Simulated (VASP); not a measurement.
# HfN (P6/mmm) in VASP: notebook, part 2 of 2

VASP 6.6.1. The steps go on from the part before.

### Step 3. Single point, PBE

This run uses another cell than the first one, of 19.45 Å³/atom, 1.021 times its volume.

File INCAR:

```
SYSTEM = HfN
  PREC = Accurate
  ENCUT = 520
  EDIFF = 1E-6
  ISMEAR = -1
  SIGMA = 0.05
  LREAL = .FALSE.
  LASPH = .TRUE.
  NELM = 60
  ALGO = Normal
  ISIF = 2
  LWAVE = .FALSE.
  LCHARG = .FALSE.
  GGA = PE
  NBANDS = 14
```

File KPOINTS:

```
Automatic mesh
0
G
  9 9 7
  0 0 0
```

File POSCAR:

```
HfN
1.0
    3.3868095823      0.0000000000      0.0000000000
   -1.6933998587      2.9330561552      0.0000000000
    0.0000000000      0.0000000000      3.9161672068
Hf N
1 1
Direct
    0.0000000000      0.0000000000      0.5000000000
    0.0000000000      0.0000000000      0.0000000000
```

Potentials or basis: VASP PAW PBE potentials, release 64 (Hf_pv, N).

The run is started by

```bash
$ cat potpaw_PBE.64/Hf_pv/POTCAR potpaw_PBE.64/N/POTCAR > POTCAR
$ mpirun -np 1 vasp_std > vasp.out
```

OUTCAR:

```text
SYSTEM = HfN
   PREC = Accurate
   ENCUT = 520
   EDIFF = 1E-6
   ISMEAR = -1
   LREAL = .FALSE.
   LASPH = .TRUE.
   NELM = 60
   ISIF = 2
   GGA = PE

 ion  position               nearest neighbor table
   1  0.000  0.000  0.500-   2 1.96   2 1.96
   2  0.000  0.000  0.000-   1 1.96   1 1.96

  LATTYP: Found a hexagonal cell.
 ALAT       =     3.3868095823
 C/A-ratio  =     1.1562997894

  Lattice vectors:

 A1 = (   3.3868095823,   0.0000000000,   0.0000000000)
 A2 = (  -1.6933998587,   2.9330561552,   0.0000000000)
 A3 = (   0.0000000000,   0.0000000000,   3.9161672068)

Analysis of symmetry for initial positions (statically):
=====================================================================
 Subroutine PRICEL returns:
 Original cell was already a primitive cell.

 Routine SETGRP: Setting up the symmetry group for a
 hexagonal supercell.

 Subroutine GETGRP returns: Found 24 space group operations
 (whereof 24 operations were pure point group operations)
 out of a pool of 24 trial point group operations.

The static configuration has the point symmetry D_6h.

Analysis of symmetry for dynamics (positions and initial velocities):
=====================================================================
 Subroutine PRICEL returns:
 Original cell was already a primitive cell.

 Routine SETGRP: Setting up the symmetry group for a
 hexagonal supercell.

 Subroutine GETGRP returns: Found 24 space group operations
 (whereof 24 operations were pure point group operations)
 out of a pool of 24 trial point group operations.

The dynamic configuration has the point symmetry D_6h.

 Subroutine INISYM returns: Found 24 space group operations
 (whereof 24 operations are pure point group operations),
 and found     1 'primitive' translations

----------------------------------------------------------------------------------------

                                     Primitive cell

  volume of cell :      38.9020

  direct lattice vectors                    reciprocal lattice vectors
     3.386809582  0.000000000  0.000000000     0.295263131  0.170470157  0.000000000
[... 118 lines left out ...]
  energy-cutoff  :      520.00
  volume of cell :       38.90
 maximum number of plane-waves:      1067
 NGX is ok and might be reduce to    28
   NGX = 13   NGY = 13   NGZ = 15

 number of electron      15.0000001 magnetization

 Free energy of the ion-electron system (eV)
  ---------------------------------------------------
  ext. energy  EPLUGINS =         0.00000000
  ---------------------------------------------------
  free energy    TOTEN  =       -17.07818287 eV

  energy without entropy =      -17.06862056  energy(sigma->0) =      -17.07340172

 E-fermi :   1.9523     XC(G=0):  -9.8986

 val. band max:        1.9464715515   @ k =   0.1111  -0.0000   0.1429
 cond. band min:       1.9616855679   @ k =   0.4444   0.0000   0.0000
 fundamental gap:      0.0152140164
 Fermi energy:         1.9523266755

 k-point     1 :       0.0000    0.0000    0.0000
  band No.  band energies     occupation
      1     -28.1755      2.00000
      2     -28.1754      2.00000
      3     -28.0413      2.00000
      4     -11.4613      2.00000
      5      -1.5459      2.00000
      6       2.1903      0.01699
      7       2.4175      0.00018
      8       2.4175      0.00018
      9       3.8963      0.00000
     10       3.8963      0.00000
     11       6.4249      0.00000
     12       6.4249      0.00000
     13      11.0149      0.00000
     14      12.1178      0.00000
[... 377 lines left out ...]
      1     -28.3910      2.00000
      2     -28.3910      2.00000
      3     -28.0210      2.00000
      4     -10.6194      2.00000
      5      -0.0485      2.00000
      6      -0.0485      2.00000
      7       1.6280      1.99696
      8       3.2080      0.00000
      9       3.2080      0.00000
     10       5.4714      0.00000
     11       5.4714      0.00000
     12       7.2285      0.00000
     13      11.5740      0.00000
     14      11.5740      0.00000

 [... further k-points ...]

------------------------ aborting loop because EDIFF is reached ----------------------------------------

  FORCE on cell =-STRESS in cart. coord.  units (eV):
  Direction    XX          YY          ZZ          XY          YZ          ZX
  --------------------------------------------------------------------------------------
  -------------------------------------------------------------------------------------
  Total        0.5164529      0.5164504      3.0194417      0.0000009      0.0000000      0.0000000
  in kB       21.2700692     21.2699679    124.3554583      0.0000358      0.0000000      0.0000000
  external PRESSURE =      55.6318318 kB  Pullay stress =       0.0000000 kB

 VOLUME and BASIS-vectors are now :
 -----------------------------------------------------------------------------
  energy-cutoff  :      520.00
  volume of cell :       38.90
      direct lattice vectors                 reciprocal lattice vectors
     3.386809582  0.000000000  0.000000000     0.295263131  0.170470157  0.000000000
    -1.693399859  2.933056155  0.000000000     0.000000000  0.340941307  0.000000000
     0.000000000  0.000000000  3.916167207     0.000000000  0.000000000  0.255351712

 POSITION                                       TOTAL-FORCE (eV/Angst)
 -----------------------------------------------------------------------------------
      0.00000      0.00000      1.95808        -0.000000      0.000000      0.000000
      0.00000      0.00000      0.00000         0.000000      0.000000      0.000000
 -----------------------------------------------------------------------------------
    total drift:                               -0.000000     -0.000000      0.000000

  FREE ENERGIE OF THE ION-ELECTRON SYSTEM (eV)
  ---------------------------------------------------
  free  energy   TOTEN  =       -17.0781828748 eV

  energy  without entropy=      -17.0686205617  energy(sigma->0) =      -17.07340172
```

stdout:

```text
POSCAR found type information on POSCAR HfN
 POSCAR found :  2 types and       2 ions
 scaLAPACK will be used
 LDA part: xc-table for (Slater+PW92), standard interpolation
 POSCAR, INCAR and KPOINTS ok, starting setup
 FFT: planning ... GRIDC
 FFT: planning ... GRID_SOFT
 FFT: planning ... GRID
 WAVECAR not read
 entering main loop
```

It took 45 s on 1 thread of Intel Xeon Platinum 8259CL at 2.50GHz (Skylake/Cascade Lake), shared host; peak memory 0.17 GiB.

What came out:

* Free energy: -17.0782 eV
* Pressure: 5.6 GPa

Caveat: spin-orbit coupling is left out, which moves the levels of the heavy elements.

### Step 4. Single point, PBE

This run uses another cell than the first one, of 19.86 Å³/atom, 1.043 times its volume.

File INCAR:

```
  PREC = Accurate
  ENCUT = 520
  EDIFF = 1E-7
  ISMEAR = -1
  SIGMA = 0.05
  LREAL = False
  LASPH = True
  NELM = 60
  ALGO = Normal
  ISIF = 2
  LWAVE = False
  LCHARG = True
  GGA = PE
  LELF = True
  LVHAR = True
  NBANDS = 14
```

File KPOINTS:

```
regular mesh
0
Gamma
  9 9 7
```

File POSCAR:

```
HfN
1.0
    3.4101676279      0.0000000000      0.0000000000
   -1.7050788475      2.9532847679      0.0000000000
    0.0000000000      0.0000000000      3.9431761100
Hf N
1 1
Direct
    0.0000000000      0.0000000000      0.5000000000
    0.0000000000      0.0000000000      0.0000000000
```

The run is started by

```bash
$ cat potpaw_PBE.64/Hf_pv/POTCAR potpaw_PBE.64/N/POTCAR > POTCAR
$ mpirun -np 1 vasp_std > vasp.out
```

Wall time 54 s (1 thread of Intel Xeon Platinum 8259CL at 2.50GHz (Skylake/Cascade Lake), shared host); peak memory 0.17 GiB.

Results (log left out):

```yaml
Free_energy: -17.0997 eV
Pressure: 2.9 GPa
```

Stress tensor (GPa, compression positive):
```
1.28 0.00 0.00
0.00 1.28 0.00
0.00 0.00 6.02
```

Levels at points of the mesh, in eV from the Fermi level:
```tsv
k point	band 5	band 6	band 7	band 8	band 9	band 10	band 11	band 12
(0.00, 0.00, 0.00)	-3.45	0.14	0.46	0.46	1.92	1.92	4.39	4.39
```

Caveat: spin-orbit coupling is left out, which moves the levels of the heavy elements.

### Step 5. Single point, PBE

This run uses another cell than the first one, of 20.26 Å³/atom, 1.064 times its volume.

File INCAR:

```
SYSTEM = HfN
PREC = Accurate
ENCUT = 520
EDIFF = 1E-6
ISMEAR = -1
SIGMA = 0.05
LREAL = .FALSE.
LASPH = .TRUE.
NELM = 80
ALGO = Normal
ISIF = 2
LWAVE = .FALSE.
LCHARG = .FALSE.
GGA = PE
NBANDS = 14
```

File KPOINTS:

```
regular mesh
0
G
  9 9 7
  0 0 0
```

File POSCAR:

```
HfN
1.0
    3.4332100000      0.0000000000      0.0000000000
   -1.7166000000      2.9732400000      0.0000000000
    0.0000000000      0.0000000000      3.9698200000
Hf N
1 1
Direct
    0.0000000000      0.0000000000      0.5000000000
    0.0000000000      0.0000000000      0.0000000000
```

The run is started by

```bash
$ cat potpaw_PBE.64/Hf_pv/POTCAR potpaw_PBE.64/N/POTCAR > POTCAR
$ mpirun -np 1 vasp_std > vasp.out
```

Run time: 50 s. Hardware: 1 thread of Intel Xeon Platinum 8259CL at 2.50GHz (Skylake/Cascade Lake), shared host; peak memory 0.17 GiB.

The run converged. Its results:

```
Free energy : -17.1083 eV
Pressure    : 0.5 GPa
```

Stress tensor (GPa, compression positive):
```
0.43 0.00 0.00
0.00 0.43 0.00
0.00 0.00 0.54
```

Levels at points of the mesh, in eV from the Fermi level:
```tsv
k point	band 4	band 5	band 6	band 7	band 8	band 9	band 10	band 11	band 12	band 13
(0.00, 0.00, 0.00)	-13.27	-3.41	0.06	0.45	0.45	1.89	1.89	4.31	4.31	8.92
```

Caveat: spin-orbit coupling is left out, which moves the levels of the heavy elements.

### Step 6. Single point, PBE

This run uses another cell than the first one, of 20.67 Å³/atom, 1.085 times its volume.

File INCAR:

```
PREC = Accurate ; ENCUT = 520
EDIFF = 1E-6 ; ISMEAR = -1
SIGMA = 0.05 ; LREAL = F
LASPH = T ; NELM = 80
ALGO = Normal ; ISIF = 2
LWAVE = F ; LCHARG = F
GGA = PE ; NBANDS = 14
```

File KPOINTS:

```
regular mesh
0
Gamma
  9 9 7
```

File POSCAR:

```
HfN
1.0
    3.4559471527      0.0000000000      0.0000000000
   -1.7279685432      2.9929309050      0.0000000000
    0.0000000000      0.0000000000      3.9961109649
Hf N
1 1
Direct
    0.0000000000      0.0000000000      0.5000000000
    0.0000000000      0.0000000000      0.0000000000
```

Potentials or basis: VASP PAW PBE potentials, release 64 (Hf_pv, N).

The run is started by

```bash
$ cat potpaw_PBE.64/Hf_pv/POTCAR potpaw_PBE.64/N/POTCAR > POTCAR
$ mpirun -np 1 vasp_std > vasp.out
```

Run time: 44 s. Hardware: 1 thread of Intel Xeon Platinum 8259CL at 2.50GHz (Skylake/Cascade Lake), shared host; peak memory 0.17 GiB.

The run converged. Its results:

```
Free energy : -17.1056 eV
Pressure    : -1.6 GPa
```

Stress tensor (GPa, compression positive):
```
-0.37  0.00  0.00
 0.00 -0.37  0.00
 0.00  0.00 -4.00
```

Levels at points of the mesh, in eV from the Fermi level:
```
           k point  band 4  band 5  band 6  band 7  band 8  band 9  band 10  band 11  band 12  band 13
(0.00, 0.00, 0.00)  -13.19   -3.36   -0.01    0.46    0.46    1.87     1.87     4.25     4.25     8.85
```

Caveat: spin-orbit coupling is left out, which moves the levels of the heavy elements.

### Step 7. Summary

```csv
cell,gap on the mesh (eV),pressure (GPa)
"a = 3.363, b = 3.363, c = 3.889 Å, angles 90.0, 90.0, 120.0°, 2 atoms",none,8.6
"a = 3.387, b = 3.387, c = 3.916 Å, angles 90.0, 90.0, 120.0°, 2 atoms",none,5.6
"a = 3.410, b = 3.410, c = 3.943 Å, angles 90.0, 90.0, 120.0°, 2 atoms",none,2.9
"a = 3.433, b = 3.433, c = 3.970 Å, angles 90.0, 90.0, 120.0°, 2 atoms",none,0.5
"a = 3.456, b = 3.456, c = 3.996 Å, angles 90.0, 90.0, 120.0°, 2 atoms",none,-1.6
```

Alike in all rows: task single point; level PBE; potentials or basis VASP PAW PBE potentials, release 64 (Hf_pv, N); no spin polarisation; k mesh 9 × 9 × 7; cutoff (eV) 520; smearing fermi-dirac 0.05 eV.

Caveats: spin-orbit coupling is left out, which moves the levels of the heavy elements.

Absolute energies hang on the potentials; compare differences alone.
